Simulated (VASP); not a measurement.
## GeW: relaxation of cell and atoms with PBE

GeW:

```
Ge W
1.0
    -2.62655    2.62655    1.39202
     2.62655   -2.62655    1.39202
     2.62655    2.62655   -1.39202
Ge W
1 1
Direct
  0.00000 0.00000 0.00000
  0.25000 0.75000 0.50000
```

The cell was built from a structure type or drawn by symmetry, and may not be a known phase.

```
Program                : VASP 6.6.1
Task                   : relaxation of cell and atoms
Functional             : PBE
Potentials or basis    : VASP PAW PBE potentials, release 64 (Ge_d, W_sv)
Cutoff                 : 500 eV
k mesh                 : 8 × 8 × 8
Occupations            : gaussian, width 0.2 eV
Spin                   : no spin polarisation
Dipole correction      : no
Further INCAR settings : ALGO = Normal; EDIFF = 1e-07; IBRION = 2; EDIFFG = -0.08; NSW = 36; ISIF = 3
```

```
Relaxed volume                        : 17.16 Å³/atom
Relaxed cell                          : a = 3.800 Å, b = 3.800 Å, c = 3.800 Å, α = 97.41°, β = 97.41°, γ = 137.92°
Space group after relaxing (to 0.1 Å) : I-4m2 (No. 119)
Energy gained by relaxing             : 98.0 meV/atom
Ionic steps                           : 6
Pressure after relaxing               : 0.4 GPa
Band gap on the k mesh                : zero (bands 14 and 15 overlap by 1.86 eV)
```

Stress tensor (GPa, compression positive):
```
0.29 0.00 0.00
0.00 0.29 0.00
0.00 0.00 0.59
```

The path:
| step | energy change (eV) | largest force (eV/Å) | pressure (GPa) | volume (Å³) |
| --- | --- | --- | --- | --- |
| 1 | 0.0000 | 0.0000 | -13.67 | 38.41 |
| 2 | 0.1717 | 0.0000 | 30.16 | 30.00 |
| 3 | -0.1907 | 0.0000 | -0.38 | 34.53 |
| 4 | -0.1909 | 0.0000 | 0.11 | 34.43 |
| 5 | -0.1909 | 0.0000 | 0.46 | 34.35 |
| 6 | -0.1960 | 0.0000 | 0.39 | 34.32 |

Final structure:
```
CELL_PARAMETERS angstrom
-2.50782 2.50782 1.36422
2.50782 -2.50782 1.36422
2.50782 2.50782 -1.36422
ATOMIC_POSITIONS crystal
Ge 0.00000 0.00000 0.00000
W 0.25000 0.75000 0.50000
```

Levels at points of the mesh, in eV from the Fermi level:
```
           k point  band 10  band 11  band 12  band 13  band 14  band 15  band 16  band 17  band 18
(0.00, 0.00, 0.00)   -12.76    -3.69    -3.36    -0.84    -0.66    -0.66     1.90     1.90     3.94
(0.50, 0.00, 0.00)    -7.93    -5.38    -4.21    -2.55    -0.89     0.26     1.77     2.09     3.87
(0.50, 0.50, 0.00)   -10.56    -7.76    -3.91    -3.42     0.44     1.43     2.35     4.50     6.69
(0.50, 0.50, 0.50)   -10.67    -4.60    -4.43    -4.43     0.39     0.83     2.25     2.25     3.05
```

Run time: 6 min on 1 thread of Intel Xeon 8259CL, on a shared host, peak memory 0.21 GiB.

Caveat: spin-orbit coupling is left out, which moves the levels of the heavy elements.
